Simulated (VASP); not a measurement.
Crystal: Li.

```
CELL_PARAMETERS angstrom
-1.75465 1.75465 1.75465
1.75465 -1.75465 1.75465
1.75465 1.75465 -1.75465
ATOMIC_POSITIONS crystal
Li 0.00000 0.00000 0.00000
```

```yaml
Program: VASP 6.6.1
Task: relaxation of cell and atoms
Functional: PBE
Dispersion: D3(BJ)
Potentials_or_basis: VASP PAW PBE potentials, release 64 (Li_sv)
Cutoff: 600 eV
k_mesh: 11 × 11 × 11
Occupations: fermi-dirac, width 0.05 eV
Spin: no spin polarisation
```

At the start: pressure -2.1 GPa; volume 21.61 Å³/atom.

Problem. Where does the relaxation end?

Solution. Over 4 steps the energy falls by 26.2 meV/atom and the volume is 18.00 Å³/atom (-16.7 %); space group Im-3m (No. 229, to 0.05 Å).

The path:
| step | energy change (eV) | largest force (eV/Å) | pressure (GPa) | volume (Å³) |
| --- | --- | --- | --- | --- |
| 1 | 0.0000 | 0.0000 | -2.08 | 21.61 |
| 2 | -0.0103 | 0.0000 | -1.72 | 20.74 |
| 3 | -0.0257 | 0.0000 | -0.37 | 18.51 |
| 4 | -0.0262 | 0.0000 | 0.06 | 18.00 |

Final structure:
```
CELL_PARAMETERS angstrom
-1.65084 1.65084 1.65084
1.65084 -1.65084 1.65084
1.65084 1.65084 -1.65084
ATOMIC_POSITIONS crystal
Li 0.00000 0.00000 0.00000
```

The cell as given is a measured one (21.61 Å³/atom); PBE+D3(BJ) puts the equilibrium volume -16.7 % from it, thermal expansion not counted.

Caveat: the cutoff is under 1.25 times the usual one of these potentials, so pressure, stress and relaxed cells hold a basis-set (Pulay) error; the volume moved by over 15 % at a fixed basis, so the end points are rough; the volume moved by -17 % from the deposited cell, more than functionals usually miss; pairwise dispersion overbinds metals, which lowers pressure and volume.
